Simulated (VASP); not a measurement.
## In4Sb3As: relaxation of cell and atoms with PBE

The system is In4Sb3As.

```
CELL_PARAMETERS angstrom
6.51170 0.00000 0.00000
0.00000 6.51170 0.00000
0.00000 0.00000 6.51170
ATOMIC_POSITIONS crystal
In 0.24182 0.75818 0.24182
In 0.24182 0.24182 0.75818
In 0.75818 0.75818 0.75818
In 0.75818 0.24182 0.24182
Sb 0.00000 0.50000 0.50000
Sb 0.50000 0.50000 0.00000
Sb 0.50000 0.00000 0.50000
As 0.00000 0.00000 0.00000
```

```yaml
Program: VASP 6.6.1
Task: relaxation of cell and atoms
Functional: PBE
Potentials_or_basis: VASP PAW PBE potentials, release 64 (In_d, Sb, As)
Cutoff: 600 eV
k_mesh: 6 × 6 × 6
Occupations: gaussian, width 0.1 eV
Spin: no spin polarisation
Dipole_correction: no
Further_INCAR_settings: ALGO = Fast; EDIFF = 1e-06; IBRION = 2; EDIFFG = -0.01; NSW = 100; ISIF = 3
```

```json
{
  "Relaxed volume": "34.73 Å³/atom",
  "Relaxed cell": "a = 6.525 Å, b = 6.525 Å, c = 6.525 Å, α = 90.00°, β = 90.00°, γ = 90.00°",
  "Space group after relaxing (to 0.1 Å)": "P-43m (No. 215)",
  "Energy gained by relaxing": "0.2 meV/atom",
  "Ionic steps": "8",
  "Pressure after relaxing": "0.0 GPa",
  "Largest force after relaxing": "0.003 eV/Å",
  "Band gap on the k mesh": "zero (bands 36 and 37 overlap by 0.01 eV)"
}
```

Forces on the atoms (eV/Å):
```
In  -0.002  0.002 -0.002
In  -0.002 -0.002  0.002
In   0.002  0.002  0.002
In   0.002 -0.002 -0.002
Sb   0.000  0.000  0.000
Sb   0.000  0.000  0.000
Sb   0.000  0.000  0.000
As   0.000  0.000  0.000
```

The path:
| step | energy change (eV) | largest force (eV/Å) | pressure (GPa) | volume (Å³) |
| --- | --- | --- | --- | --- |
| 1 | 0.0000 | 0.0216 | 0.25 | 276.11 |
| 2 | -0.0013 | 0.0093 | 0.05 | 278.23 |
| 3 | -0.0009 | 0.0046 | -0.14 | 278.83 |
| 4 | -0.0012 | 0.0118 | -0.08 | 278.40 |
| 5 | -0.0013 | 0.0128 | -0.06 | 278.30 |
| 6 | -0.0014 | 0.0035 | 0.07 | 277.78 |
| 7 | -0.0014 | 0.0126 | -0.02 | 277.89 |
| 8 | -0.0014 | 0.0033 | -0.01 | 277.85 |

Final structure:
```
In Sb As
1.0
     6.52538    0.00000    0.00000
     0.00000    6.52538    0.00000
     0.00000    0.00000    6.52538
In Sb As
4 3 1
Direct
  0.24168 0.75832 0.24168
  0.24168 0.24168 0.75832
  0.75832 0.75832 0.75832
  0.75832 0.24168 0.24168
  0.00000 0.50000 0.50000
  0.50000 0.50000 0.00000
  0.50000 0.00000 0.50000
  0.00000 0.00000 0.00000
```

Levels at points of the mesh, in eV from the Fermi level:
| k point | band 34 | band 35 | band 36 | band 37 | band 38 | band 39 |
| --- | --- | --- | --- | --- | --- | --- |
| (0.00, 0.00, 0.00) | -0.70 | -0.02 | -0.02 | -0.02 | 1.40 | 1.40 |
| (0.50, 0.00, 0.00) | -1.47 | -1.15 | -1.15 | 1.59 | 1.78 | 2.22 |
| (0.50, 0.50, 0.00) | -1.16 | -0.91 | -0.73 | 1.65 | 1.86 | 2.14 |
| (0.50, 0.50, 0.50) | -0.84 | -0.68 | -0.68 | -0.03 | 0.62 | 0.62 |

Run time: 19 min on 1 thread of Oxide Virtual Turin-like Processor, with other jobs on the host, peak memory 0.59 GiB.

Caveat: semilocal functionals underestimate gaps, and a narrow one can read as zero; spin-orbit coupling is left out, which moves the levels of the heavy elements.
